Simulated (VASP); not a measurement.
A run of VASP 6.6.1:

File INCAR:

```
  PREC = Accurate
  ENCUT = 520
  EDIFF = 1E-6
  ISMEAR = -1
  SIGMA = 0.15
  LREAL = False
  LASPH = True
  NELM = 80
  ALGO = Normal
  ISIF = 2
  LWAVE = False
  LCHARG = False
  NBANDS = 14
```

Contents of KPOINTS:

```
Automatic mesh
0
Gamma
  16 16 16
```

Contents of POSCAR:

```
HfN
1.0
    0.0000000000      2.1818338294      2.1818338294
    2.1818338294      0.0000000000      2.1818338294
    2.1818338294      2.1818338294      0.0000000000
Hf N
1 1
Direct
    0.0000000000      0.0000000000      0.0000000000
    0.5000000000      0.5000000000      0.5000000000
```

Potentials or basis: VASP PAW LDA potentials, release 64 (Hf_pv, N).

Command:

```bash
$ cat potpaw_LDA.64/Hf_pv/POTCAR potpaw_LDA.64/N/POTCAR > POTCAR
$ mpirun -np 1 vasp_std > vasp.out
```

Hardware: 1 thread of Intel(R) Xeon(R) Platinum 8259CL CPU @ 2.50GHz (Skylake/Cascade Lake), on a shared host.

**Question.** How long does it take, and how much memory?

**Answer.** It took 37 s on 1 thread of Intel(R) Xeon(R) Platinum 8259CL CPU @ 2.50GHz (Skylake/Cascade Lake), with other jobs on the host, peak memory 0.16 GiB. Counts: scf iterations 12, k points 145.
